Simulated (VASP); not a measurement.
# Si14 in VASP: notebook

The runs below take Si14 through single point, with PBE.

Program: VASP 6.6.1. These are calculated values, not measurements. Logs are shortened: lines on timing, memory, paths and dates and some standing lists are left out, and cuts for length are marked.

### 1 The cell of the first run

The cell holds a cluster in a box, 14 atoms: a = 15.300 Å, b = 15.600 Å, c = 15.900 Å, α = 90.00°, β = 90.00°, γ = 90.00°.

### 2 Single point, PBE, collinear spin, ferromagnetic start

File INCAR:

```
PREC = Accurate
ENCUT = 520
EDIFF = 1E-6
ISMEAR = 0
SIGMA = 0.05
LREAL = False
LASPH = True
NELM = 150
ALGO = Normal
ISIF = 2
LWAVE = False
LCHARG = True
ISPIN = 2
MAGMOM = 0.4 0.4 0.4 0.4 0.4 0.4 0.4 0.4 0.4 0.4 0.4 0.4 0.4 0.4
LORBIT = 11
GGA = PE
LELF = True
LVHAR = True
NBANDS = 45
```

File KPOINTS:

```
Automatic mesh
0
Gamma
  1 1 1
```

File POSCAR:

```
Si
1.0
   15.3000000000      0.0000000000      0.0000000000
    0.0000000000     15.6000000000      0.0000000000
    0.0000000000      0.0000000000     15.9000000000
Si
14
Direct
    0.3605202926      0.3842627027      0.4301471518
    0.4692720422      0.2779507538      0.3966787838
    0.4779468892      0.6064176312      0.4651583971
    0.3686681102      0.5119467962      0.5250823191
    0.7072404994      0.5297616893      0.5785953810
    0.4900210924      0.4223261025      0.3540989819
    0.4841772879      0.4773071778      0.6110906928
    0.5098859168      0.3694691784      0.5103321749
    0.5438923894      0.7353733829      0.5203955636
    0.5757084213      0.6192571366      0.5987238728
    0.5574619758      0.5564911884      0.3453349471
    0.6062309538      0.5106549744      0.6971469484
    0.2416969606      0.4662431742      0.4593866312
    0.5962207691      0.4945925670      0.4757745620
```

Potentials or basis: VASP PAW PBE potentials, release 64 (Si).

Started as:

```sh
$ cat potpaw_PBE.64/Si/POTCAR > POTCAR
$ mpirun -np 1 vasp_gam > vasp.out
```

OUTCAR:

```text
PREC = Accurate
   ENCUT = 520
   EDIFF = 1E-6
   ISMEAR = 0
   LREAL = False
   LASPH = True
   NELM = 150
   ISIF = 2
   ISPIN = 2
   LORBIT = 11
   GGA = PE

 ion  position               nearest neighbor table
   1  0.361  0.384  0.430-  13 2.27   6 2.40   2 2.41   4 2.50   8 2.63
   2  0.469  0.278  0.397-   6 2.37   8 2.39   1 2.41
   3  0.478  0.606  0.465-  11 2.39   9 2.42   4 2.42  14 2.52  10 2.61   7 3.07
   4  0.369  0.512  0.525-   7 2.30  13 2.32   3 2.42   1 2.50   8 3.11
   5  0.707  0.530  0.579-  14 2.42  12 2.46  10 2.47
   6  0.490  0.422  0.354-  11 2.34   2 2.37   1 2.40   8 2.63  14 2.77
   7  0.484  0.477  0.611-   4 2.30   8 2.36  12 2.37  10 2.63  14 2.76   3 3.07
   8  0.510  0.369  0.510-   7 2.36   2 2.39  14 2.42   1 2.63   6 2.63   4 3.11
   9  0.544  0.735  0.520-  10 2.25   3 2.42
  10  0.576  0.619  0.599-   9 2.25  12 2.35   5 2.47   3 2.61   7 2.63  14 2.78
  11  0.557  0.556  0.345-   6 2.34  14 2.36   3 2.39
  12  0.606  0.511  0.697-  10 2.35   7 2.37   5 2.46
  13  0.242  0.466  0.459-   1 2.27   4 2.32
  14  0.596  0.495  0.476-  11 2.36   8 2.42   5 2.42   3 2.52   7 2.76   6 2.77  10 2.78

  LATTYP: Found a simple orthorhombic cell.
 ALAT       =    15.3000000000
 B/A-ratio  =     1.0196078431
 C/A-ratio  =     1.0392156863

  Lattice vectors:

 A1 = (  15.3000000000,   0.0000000000,   0.0000000000)
 A2 = (   0.0000000000,  15.6000000000,   0.0000000000)
 A3 = (   0.0000000000,   0.0000000000,  15.9000000000)

Analysis of symmetry for initial positions (statically):
=====================================================================
 Subroutine PRICEL returns:
 Original cell was already a primitive cell.

 Routine SETGRP: Setting up the symmetry group for a
 simple orthorhombic supercell.

 Subroutine GETGRP returns: Found  1 space group operations
 (whereof  1 operations were pure point group operations)
 out of a pool of  8 trial point group operations.

The static configuration has the point symmetry C_1 .

Analysis of symmetry for dynamics (positions and initial velocities):
=====================================================================
 Subroutine PRICEL returns:
 Original cell was already a primitive cell.

 Routine SETGRP: Setting up the symmetry group for a
 simple orthorhombic supercell.

 Subroutine GETGRP returns: Found  1 space group operations
 (whereof  1 operations were pure point group operations)
 out of a pool of  8 trial point group operations.

The dynamic configuration has the point symmetry C_1 .

[... 213 lines left out ...]
     40      -0.8964      0.00000
 Fermi energy:        -3.9209919033

 spin component 2

 k-point     1 :       0.0000    0.0000    0.0000
  band No.  band energies     occupation
      1     -16.0736      1.00000
      2     -14.8805      1.00000
      3     -13.6871      1.00000
      4     -13.4641      1.00000
      5     -12.7960      1.00000
      6     -12.2813      1.00000
[... 32 lines left out ...]
     39      -1.0730      0.00000
     40      -0.8964      0.00000
 [bands above 40 left out]

------------------------ aborting loop because EDIFF is reached ----------------------------------------

  FORCE on cell =-STRESS in cart. coord.  units (eV):
  Direction    XX          YY          ZZ          XY          YZ          ZX
  --------------------------------------------------------------------------------------
  -------------------------------------------------------------------------------------
  Total       -0.0945286     -0.1657103     -0.1529028     -0.0532892      0.0280250     -0.0272440
  in kB       -0.0399081     -0.0699595     -0.0645525     -0.0224976      0.0118316     -0.0115019
  external PRESSURE =      -0.0581400 kB  Pullay stress =       0.0000000 kB

 VOLUME and BASIS-vectors are now :
 -----------------------------------------------------------------------------
  energy-cutoff  :      520.00
  volume of cell :     3795.01
      direct lattice vectors                 reciprocal lattice vectors
    15.300000000  0.000000000  0.000000000     0.065359477  0.000000000  0.000000000
     0.000000000 15.600000000  0.000000000     0.000000000  0.064102564  0.000000000
     0.000000000  0.000000000 15.900000000     0.000000000  0.000000000  0.062893082

 POSITION                                       TOTAL-FORCE (eV/Angst)
 -----------------------------------------------------------------------------------
      5.51596      5.99450      6.83934        -0.003010     -0.019203     -0.006889
      7.17986      4.33603      6.30719        -0.003326      0.019405     -0.003172
      7.31259      9.46012      7.39602        -0.005522      0.009465      0.007404
      5.64062      7.98637      8.34881         0.015153      0.015596      0.000409
     10.82078      8.26428      9.19967         0.016940      0.003172      0.009393
      7.49732      6.58829      5.63017         0.005441     -0.006478      0.006493
      7.40791      7.44599      9.71634        -0.014012      0.001669     -0.002190
      7.80125      5.76372      8.11428         0.021686      0.014842     -0.003168
      8.32155     11.47182      8.27429        -0.004909     -0.017218     -0.001112
      8.80834      9.66041      9.51971         0.002757     -0.018509     -0.003017
      8.52917      8.68126      5.49083        -0.004349     -0.012458      0.012933
      9.27533      7.96622     11.08464        -0.015387      0.006159     -0.026460
      3.69796      7.27339      7.30425         0.012552      0.005963      0.007446
      9.12218      7.71564      7.56482        -0.024013     -0.002404      0.001930
 -----------------------------------------------------------------------------------
    total drift:                                0.000034     -0.000096      0.000099

  FREE ENERGIE OF THE ION-ELECTRON SYSTEM (eV)
  ---------------------------------------------------
  free  energy   TOTEN  =       -62.5989081452 eV

  energy  without entropy=      -62.5989081452  energy(sigma->0) =      -62.59890815

 total charge

# of ion       s       p       d       tot
------------------------------------------
    1        0.788   0.874   0.000   1.662
    2        0.898   0.695   0.000   1.594
    3        0.799   0.830   0.000   1.629
    4        0.792   0.849   0.000   1.641
    5        0.881   0.716   0.000   1.597
    6        0.815   0.812   0.000   1.627
    7        0.810   0.811   0.000   1.620
    8        0.811   0.830   0.000   1.641
    9        0.900   0.696   0.000   1.596
   10        0.791   0.862   0.000   1.654
   11        0.868   0.762   0.000   1.630
   12        0.878   0.735   0.000   1.613
   13        0.903   0.693   0.000   1.596
   14        0.787   0.830   0.000   1.618
--------------------------------------------------
tot         11.722  10.996   0.000  22.718

 magnetization (x)

# of ion       s       p       d       tot
------------------------------------------
    1        0.000   0.000   0.000   0.000
    2        0.000   0.000   0.000   0.000
    3        0.000  -0.000   0.000  -0.000
    4        0.000   0.000   0.000   0.000
    5        0.000   0.000   0.000   0.000
    6        0.000   0.000   0.000   0.000
    7        0.000   0.000   0.000   0.000
    8        0.000   0.000   0.000   0.000
    9        0.000  -0.000   0.000  -0.000
   10        0.000   0.000   0.000   0.000
   11        0.000   0.000   0.000   0.000
   12        0.000   0.000   0.000   0.000
   13        0.000  -0.000   0.000  -0.000
   14       -0.000   0.000   0.000   0.000
--------------------------------------------------
tot          0.000   0.000   0.000   0.000
```

stdout:

```text
POSCAR found type information on POSCAR Si
 POSCAR found :  1 types and      14 ions
 scaLAPACK will be used
 LDA part: xc-table for (Slater+PW92), standard interpolation
 POSCAR, INCAR and KPOINTS ok, starting setup
 FFT: planning ... GRIDC
 FFT: planning ... GRID_SOFT
 FFT: planning ... GRID
 WAVECAR not read
 entering main loop
```

It took 20 min on 1 thread of Intel Xeon Platinum 8488C (Sapphire Rapids), shared host; peak memory 3.7 GiB.

Results:

```yaml
Free_energy: -62.5989 eV
Largest_force: 0.031 eV/Å
Gap_between_the_frontier_levels: 0.73 eV
Net_moment: 0.00 μB per cell
Valence_electrons_inside_the_program's_atomic_spheres: Si 1.66, 1.59, 1.63, 1.64, 1.60, 1.62, 1.65, 1.61
```

Forces in eV/Å, atoms in the order of the input:
```
Si  -0.003 -0.019 -0.007
Si  -0.003  0.019 -0.003
Si  -0.006  0.009  0.007
Si   0.015  0.016  0.000
Si   0.017  0.003  0.009
Si   0.005 -0.006  0.006
Si  -0.014  0.002 -0.002
Si   0.022  0.015 -0.003
Si  -0.005 -0.017 -0.001
Si   0.003 -0.019 -0.003
Si  -0.004 -0.012  0.013
Si  -0.015  0.006 -0.026
Si   0.013  0.006  0.007
Si  -0.024 -0.002  0.002
```

Levels at points of the mesh, in eV from the valence-band top:
Spin up:
```csv
k point,band 24,band 25,band 26,band 27,band 28,band 29,band 30,band 31,band 32,band 33
"(0.00, 0.00, 0.00)",-0.77,-0.66,-0.51,-0.31,0.00,0.73,0.80,1.73,1.85,2.04
```
Spin down:
| k point | band 24 | band 25 | band 26 | band 27 | band 28 | band 29 | band 30 | band 31 | band 32 | band 33 |
| --- | --- | --- | --- | --- | --- | --- | --- | --- | --- | --- |
| (0.00, 0.00, 0.00) | -0.77 | -0.66 | -0.51 | -0.31 | 0.00 | 0.73 | 0.80 | 1.73 | 1.85 | 2.04 |

### 3 Single point, PBE, collinear spin, ferromagnetic start

This run uses another cell than the first one: it holds 6 atoms, not 14.

File INCAR:

```
ALGO = Normal
EDIFF = 1E-6
ENCUT = 400
GGA = PE
GGA_COMPAT = F
ISIF = 2
ISMEAR = 0
ISPIN = 2
LASPH = T
LCHARG = F
LORBIT = 11
LREAL = F
LWAVE = F
MAGMOM = 0.4 0.4 0.4 0.4 0.4 0.4
NBANDS = 25
NELM = 200
PREC = Accurate
SIGMA = 0.05
```

File KPOINTS:

```
k-points
0
Gamma
  1 1 1
```

File POSCAR:

```
Si
1.0
   12.6000000000      0.0000000000      0.0000000000
    0.0000000000     12.9000000000      0.0000000000
    0.0000000000      0.0000000000     13.2000000000
Si
6
Direct
    0.4183475440      0.6710215030      0.4196999035
    0.4128480839      0.5541974061      0.5536082848
    0.4013660284      0.4121164812      0.6591304648
    0.5479372092      0.4141969870      0.5544200787
    0.5288842156      0.5278144558      0.4033668327
    0.6737457926      0.4193333301      0.4261644191
```

Potentials or basis: VASP PAW PBE potentials, release 64 (Si).

Started as:

```sh
$ cat potpaw_PBE.64/Si/POTCAR > POTCAR
$ mpirun -np 1 vasp_gam > vasp.out
```

OUTCAR:

```text
EDIFF = 1E-6
   ENCUT = 400
   GGA = PE
   ISIF = 2
   ISMEAR = 0
   ISPIN = 2
   LASPH = T
   LORBIT = 11
   LREAL = F
   NELM = 200
   PREC = Accurate

 ion  position               nearest neighbor table
   1  0.418  0.671  0.420-   5 2.32   2 2.32
   2  0.413  0.554  0.554-   3 2.31   1 2.32   4 2.48   5 2.49
   3  0.401  0.412  0.659-   2 2.31   4 2.31
   4  0.548  0.414  0.554-   3 2.31   6 2.32   2 2.48   5 2.49
   5  0.529  0.528  0.403-   6 2.32   1 2.32   4 2.49   2 2.49
   6  0.674  0.419  0.426-   5 2.32   4 2.32

  LATTYP: Found a simple orthorhombic cell.
 ALAT       =    12.6000000000
 B/A-ratio  =     1.0238095238
 C/A-ratio  =     1.0476190476

  Lattice vectors:

 A1 = (  12.6000000000,   0.0000000000,   0.0000000000)
 A2 = (   0.0000000000,  12.9000000000,   0.0000000000)
 A3 = (   0.0000000000,   0.0000000000,  13.2000000000)

Analysis of symmetry for initial positions (statically):
=====================================================================
 Subroutine PRICEL returns:
 Original cell was already a primitive cell.

 Routine SETGRP: Setting up the symmetry group for a
 simple orthorhombic supercell.

 Subroutine GETGRP returns: Found  1 space group operations
 (whereof  1 operations were pure point group operations)
 out of a pool of  8 trial point group operations.

The static configuration has the point symmetry C_1 .

Analysis of symmetry for dynamics (positions and initial velocities):
=====================================================================
 Subroutine PRICEL returns:
 Original cell was already a primitive cell.

 Routine SETGRP: Setting up the symmetry group for a
 simple orthorhombic supercell.

 Subroutine GETGRP returns: Found  1 space group operations
 (whereof  1 operations were pure point group operations)
 out of a pool of  8 trial point group operations.
[... 152 lines left out ...]
 fundamental gap:      0.6573242352
 Fermi energy:        -4.4053062239

 spin component 1

 k-point     1 :       0.0000    0.0000    0.0000
  band No.  band energies     occupation
      1     -15.1305      1.00000
      2     -12.7425      1.00000
      3     -12.7383      1.00000
      4      -9.0178      1.00000
      5      -8.8433      1.00000
      6      -8.8196      1.00000
[... 16 lines left out ...]
     23       0.5639      0.00000
     24       0.6992      0.00000
 Fermi energy:        -4.4053062239

 spin component 2

 k-point     1 :       0.0000    0.0000    0.0000
  band No.  band energies     occupation
      1     -14.9145      1.00000
      2     -12.4467      1.00000
      3     -12.4167      1.00000
      4      -8.7432      1.00000
      5      -8.5931      1.00000
      6      -8.5536      1.00000
[... 16 lines left out ...]
     23       0.6914      0.00000
     24       0.7913      0.00000
 [bands above 24 left out]

------------------------ aborting loop because EDIFF is reached ----------------------------------------

  FORCE on cell =-STRESS in cart. coord.  units (eV):
  Direction    XX          YY          ZZ          XY          YZ          ZX
  --------------------------------------------------------------------------------------
  -------------------------------------------------------------------------------------
  Total       -0.0873175     -0.0977255     -0.0542622      0.0657652      0.0170833      0.0090727
  in kB       -0.0652045     -0.0729767     -0.0405204      0.0491103      0.0127570      0.0067750
  external PRESSURE =      -0.0595672 kB  Pullay stress =       0.0000000 kB

 VOLUME and BASIS-vectors are now :
 -----------------------------------------------------------------------------
  energy-cutoff  :      400.00
  volume of cell :     2145.53
      direct lattice vectors                 reciprocal lattice vectors
    12.600000000  0.000000000  0.000000000     0.079365079  0.000000000  0.000000000
     0.000000000 12.900000000  0.000000000     0.000000000  0.077519380  0.000000000
     0.000000000  0.000000000 13.200000000     0.000000000  0.000000000  0.075757576

 POSITION                                       TOTAL-FORCE (eV/Angst)
 -----------------------------------------------------------------------------------
      5.27118      8.65618      5.54004         0.012678     -0.018216      0.003153
      5.20189      7.14915      7.30763         0.012624     -0.014061     -0.012102
      5.05721      5.31630      8.70052         0.003019      0.004215      0.001703
      6.90401      5.34314      7.31835        -0.012748      0.014875     -0.010913
      6.66394      6.80881      5.32444         0.000399      0.001528      0.018556
      8.48920      5.40940      5.62537        -0.015972      0.011660     -0.000397
 -----------------------------------------------------------------------------------
    total drift:                                0.000218     -0.000044     -0.000083

  FREE ENERGIE OF THE ION-ELECTRON SYSTEM (eV)
  ---------------------------------------------------
  free  energy   TOTEN  =       -24.5601455028 eV

  energy  without entropy=      -24.5601455028  energy(sigma->0) =      -24.56014550

 total charge

# of ion       s       p       d       tot
------------------------------------------
    1        0.906   0.686   0.000   1.592
    2        0.816   0.831   0.000   1.646
    3        0.901   0.697   0.000   1.598
    4        0.815   0.832   0.000   1.647
    5        0.818   0.826   0.000   1.644
    6        0.905   0.689   0.000   1.593
--------------------------------------------------
tot          5.160   4.561   0.000   9.720

 magnetization (x)

# of ion       s       p       d       tot
------------------------------------------
    1        0.006   0.126   0.000   0.132
    2        0.004   0.057   0.000   0.061
    3        0.007   0.112   0.000   0.119
    4        0.005   0.057   0.000   0.062
    5        0.001   0.055   0.000   0.056
    6        0.007   0.123   0.000   0.130
--------------------------------------------------
tot          0.030   0.530   0.000   0.560
```

OSZICAR:

```text
N       E                     dE             d eps       ncg     rms          rms(c)
DAV:   1     0.156725340605E+03    0.15673E+03   -0.43111E+03   100   0.433E+02
DAV:   2     0.468355262774E+01   -0.15204E+03   -0.14606E+03   175   0.839E+01
[... 20 lines left out ...]
DAV:  23    -0.245601253085E+02   -0.15763E-04   -0.53552E-07   110   0.181E-03    0.516E-04
DAV:  24    -0.245601373782E+02   -0.12070E-04   -0.49375E-07    88   0.162E-03    0.256E-04
DAV:  25    -0.245601414850E+02   -0.41068E-05   -0.10864E-07   120   0.835E-04    0.132E-04
DAV:  26    -0.245601435301E+02   -0.20451E-05   -0.31548E-08    88   0.462E-04    0.983E-05
DAV:  27    -0.245601451016E+02   -0.15715E-05   -0.43271E-08   102   0.462E-04    0.574E-05
DAV:  28    -0.245601455028E+02   -0.40116E-06   -0.10026E-08    96   0.226E-04
   1 F= -.24560146E+02 E0= -.24560146E+02  d E =-.365137E-11  mag=     2.0000
```

stdout:

```text
POSCAR found type information on POSCAR Si
 POSCAR found :  1 types and       6 ions
 scaLAPACK will be used
 LDA part: xc-table for (Slater+PW92), standard interpolation
 POSCAR, INCAR and KPOINTS ok, starting setup
 FFT: planning ... GRIDC
 FFT: planning ... GRID_SOFT
 FFT: planning ... GRID
 WAVECAR not read
 entering main loop
```

It took 8.8 min on 1 thread of Intel Xeon 8259CL, shared host; peak memory 1.4 GiB.

What came out:

```yaml
Free_energy: -24.5601 eV
Largest_force: 0.022 eV/Å
Gap_between_the_frontier_levels: 0.66 eV
Net_moment: 2.00 μB per cell
Site_moments: Si +0.13, +0.06, +0.12 μB
Valence_electrons_inside_the_program's_atomic_spheres: Si 1.59, 1.65, 1.60, 1.64
```

Forces on the atoms (eV/Å):
```
Si   0.013 -0.018  0.003
Si   0.013 -0.014 -0.012
Si   0.003  0.004  0.002
Si  -0.013  0.015 -0.011
Si   0.000  0.002  0.019
Si  -0.016  0.012  0.000
```

Levels at points of the mesh, in eV from the valence-band top:
Spin up:
```tsv
k point	band 10	band 11	band 12	band 13	band 14	band 15	band 16	band 17
(0.00, 0.00, 0.00)	-0.80	-0.48	-0.12	0.00	2.17	2.49	2.61	2.89
```
Spin down:
| k point | band 7 | band 8 | band 9 | band 10 | band 11 | band 12 | band 13 | band 14 | band 15 | band 16 |
| --- | --- | --- | --- | --- | --- | --- | --- | --- | --- | --- |
| (0.00, 0.00, 0.00) | -1.60 | -1.18 | -1.13 | -0.63 | -0.30 | 0.66 | 0.70 | 2.40 | 2.92 | 2.98 |
